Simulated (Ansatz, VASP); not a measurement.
**SiC in VASP and in Ansatz**

```
Si C
1.0
     3.07600    0.00000    0.00000
    -1.53800    2.66389    0.00000
     0.00000    0.00000    5.04800
Si C
2 2
Direct
  0.66667 0.33333 0.50000
  0.33333 0.66667 0.00000
  0.66667 0.33333 0.88500
  0.33333 0.66667 0.38500
```

Alike in both runs: task relaxation of cell and atoms; functional LDA; k mesh 10 × 10 × 5; occupations fermi-dirac, width 0.05 eV; no spin polarisation.

```csv
,VASP,Ansatz
version,VASP 6.6.1,Ansatz 0.2.0
potentials or method,"VASP PAW LDA potentials, release 64 (Si, C)",Ansatz PAW
plane-wave cutoff (eV),600,420
valence electrons in the cell,16,16
```

Ansatz gave:

```
relaxed volume (Å³/atom)                                     : 10.14
relaxed cell length with the largest relative difference (Å) : 5.016
```

**Question.** Which values does VASP return?

**Answer.** Relaxed volume (Å³/atom): 10.16; relaxed cell length with the largest relative difference (Å): 5.019.

LDA's correlation is that of Perdew and Zunger in VASP and of Perdew and Wang (1992) in Ansatz.

Noted on Ansatz's run: odd divisions of the mesh miss points on the zone boundary, where band edges often lie, so the gap on the mesh can be too wide; the plane-wave basis is chosen anew once the cell has moved, so the energies of steps on either side of that aren't comparable.
